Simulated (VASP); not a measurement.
Wanted: the native input for a VASP 6.6.1 run.

```
Task                   : single point
Functional             : r2SCAN
Potentials or basis    : VASP PAW PBE potentials, release 64 (Mg, O)
Cutoff                 : 520 eV
k mesh                 : 10 × 10 × 10
Occupations            : gaussian, width 0.01 eV
Spin                   : no spin polarisation
Dipole correction      : no
Further INCAR settings : ALGO = Normal; EDIFF = 1e-06; NBANDS = 11
```

The system is MgO (Periclase).

```
Mg O
1.0
     0.00000    2.03069    2.10217
     2.03069    0.00000    2.10217
     2.03069    2.03069    0.00000
Mg O
1 1
Direct
  0.00000 0.00000 0.00000
  0.50000 0.50000 0.50000
```

This cell differs from its parent crystal: biaxial xy strain -3.4%.

The input as run:

POSCAR

```
MgO
1.0
    0.0000000000      2.0306943129      2.1021680257
    2.0306943129      0.0000000000      2.1021680257
    2.0306943129      2.0306943129      0.0000000000
Mg O
1 1
Direct
    0.0000000000      0.0000000000      0.0000000000
    0.5000000000      0.5000000000      0.5000000000
```

INCAR.step1

```
PREC = Accurate
ENCUT = 520
ISMEAR = 0
SIGMA = 0.01
LREAL = False
LASPH = True
NELM = 60
NBANDS = 11
GGA = PE
ALGO = Normal
EDIFF = 1E-4
LWAVE = True
LCHARG = False
```

INCAR.step2

```
PREC = Accurate
ENCUT = 520
EDIFF = 1E-6
ISMEAR = 0
SIGMA = 0.01
LREAL = False
LASPH = True
NELM = 60
ALGO = Normal
ISIF = 2
LWAVE = False
LCHARG = False
METAGGA = R2SCAN
LMIXTAU = True
NBANDS = 11
ISTART = 1
```

KPOINTS

```
Automatic mesh
0
Gamma
  10 10 10
```

Potentials or basis: VASP PAW PBE potentials, release 64 (Mg, O).

Launch:

```sh
$ cat potpaw_PBE.64/Mg/POTCAR potpaw_PBE.64/O/POTCAR > POTCAR
$ cp INCAR.step1 INCAR
$ mpirun -np 1 vasp_std > vasp.out
$ cp INCAR.step2 INCAR
$ mpirun -np 1 vasp_std > vasp.out
```

It gave:

```
Pressure               : 12.7 GPa
Band gap on the k mesh : 6.34 eV, direct
```

Caveat: the cell differs from its parent crystal (biaxial xy strain -3.4%); the PAW data sets were made with another functional, which shifts forces and pressure a little.

Run time: 2.9 min on 1 thread of AMD EPYC 7R13, with other jobs on the host, peak memory 0.13 GiB.
